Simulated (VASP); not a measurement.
PbF2:

```
Pb F
1.0
     0.00000    2.96366    2.96366
     2.96366    0.00000    2.96366
     2.96366    2.96366    0.00000
Pb F
1 2
Direct
  0.00000 0.00000 0.00000
  0.25000 0.25000 0.25000
  0.75000 0.75000 0.75000
```

| Quantity | Value |
| --- | --- |
| Program | VASP 6.6.1 |
| Task | relaxation of cell and atoms |
| Functional | PBE |
| Potentials or basis | VASP PAW PBE potentials, release 64 (Pb_d, F) |
| Cutoff | 600 eV |
| k mesh | 8 × 8 × 8 |
| Occupations | gaussian, width 0.02 eV |
| Spin | no spin polarisation |

At the start: pressure 2.4 GPa; volume 17.35 Å³/atom.

Problem. Where does the relaxation end?

Solution. Over 3 steps the energy falls by 4.4 meV/atom and the volume is 17.95 Å³/atom (+3.4 %); space group Fm-3m (No. 225, to 0.1 Å) before and after.

The path:
| step | energy change (eV) | largest force (eV/Å) | pressure (GPa) | volume (Å³) |
| --- | --- | --- | --- | --- |
| 1 | 0.0000 | 0.0000 | 2.44 | 52.06 |
| 2 | -0.0129 | 0.0000 | -0.28 | 54.08 |
| 3 | -0.0131 | 0.0000 | 0.00 | 53.84 |

Final structure:
```xyz
3
Lattice="0.0000 2.9971 2.9971 2.9971 0.0000 2.9971 2.9971 2.9971 0.0000" Properties=species:S:1:pos:R:3 pbc="T T T"
Pb    0.0000    0.0000    0.0000
F     1.4986    1.4986    1.4986
F     4.4957    4.4957    4.4957
```
